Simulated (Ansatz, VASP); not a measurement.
**Two plane-wave programs on Si16O**

```
Si O
1.0
     0.00000    5.43000    5.43000
     5.43000    0.00000    5.43000
     5.43000    5.43000    0.00000
Si O
16 1
Direct
  0.99960 0.00237 0.00006
  0.12374 0.12415 0.12903
  0.94454 0.04068 0.50395
  0.10908 0.12723 0.62594
  0.04895 0.49552 0.97280
  0.14065 0.62822 0.12215
  0.00009 0.50060 0.49811
  0.07795 0.66955 0.61619
  0.49960 0.99588 0.00098
  0.62508 0.12396 0.12238
  0.48457 0.00129 0.49658
  0.57280 0.15357 0.62960
  0.51616 0.49808 0.99662
  0.67751 0.62072 0.08584
  0.54728 0.50955 0.45668
  0.63065 0.62539 0.62303
  0.31264 0.69333 0.43798
```

Alike in both runs: functional PBE; dispersion D3(BJ); k mesh 2 × 2 × 2; occupations fermi-dirac, width 0.05 eV; collinear spin.

Ansatz relaxed the structure, and its values are those at the end. VASP's run is a single point on that final structure, the one shown.

|  | VASP | Ansatz |
| --- | --- | --- |
| version | VASP 6.6.1 | Ansatz 0.2.0 |
| potentials or method | VASP PAW PBE potentials, release 64 (Si, O), cutoff 520 eV | scalar-relativistic, plane waves, PAW |
| valence electrons in the cell | 70 | 70 |

|  | VASP | Ansatz | Ansatz less VASP |
| --- | --- | --- | --- |
| rms of the force components (eV/Å) | 0.011 | 0.005 | -0.0057 |
| net moment per atom (μB) | 0.00 | 0.00 | 0.000 |

Ansatz's warnings: seeded moment not kept.

The k mesh is coarse, so the values compare programs but aren't converged.
